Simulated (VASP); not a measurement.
# BaLi2Mg2Si2: single point with PBEsol

BaLi2Mg2Si2:

```
Ba Mg Li Si
1.0
     6.91560   -0.04716   -1.44206
    -0.24957    6.15729   -0.71353
    -0.01017    0.15351    4.10889
Ba Mg Li Si
1 2 2 2
Cartesian
  5.1794 4.7936 0.0766
  2.2532 2.2801 -0.7209
  2.6680 5.6769 1.9980
  0.4942 1.1300 1.2245
  1.0227 4.7223 -0.0972
  6.4491 2.6253 1.9383
  4.5320 1.6818 0.5982
```

```
Program             : VASP 6.6.1
Task                : single point
Functional          : PBEsol
Potentials or basis : VASP PAW PBE potentials, release 64 (Ba_sv, Mg, Li_sv, Si)
Cutoff              : 520 eV
k mesh              : 3 × 3 × 5, shifted
Occupations         : fermi-dirac, width 0.1 eV
Spin                : no spin polarisation
```

```yaml
Largest_force: 0.688 eV/Å
Band_gap_on_the_k_mesh: zero (bands 14 and 15 overlap by 0.40 eV)
```

Forces in eV/Å, atoms in the order of the input:
```
Ba   0.253 -0.330 -0.122
Mg   0.466  0.297 -0.348
Mg  -0.241  0.491 -0.116
Li  -0.195  0.405  0.313
Li  -0.121 -0.449 -0.151
Si  -0.504 -0.464  0.068
Si   0.342  0.051  0.355
```

Levels at points of the mesh, in eV from the Fermi level:
```csv
k point,band 10,band 11,band 12,band 13,band 14,band 15,band 16,band 17,band 18,band 19
"(0.00, 0.50, 0.00)",-3.60,-1.93,-1.04,-0.23,0.05,0.82,1.46,2.16,2.35,2.66
```

Run time: 2.4 min on 1 thread of AMD EPYC 7R43 64-Core Processor (Zen 3), with other jobs on the host, peak memory 0.3 GiB.

Caveat: the PAW data sets were made with another functional, which shifts forces and pressure a little; spin-orbit coupling is left out, which moves the levels of the heavy elements.
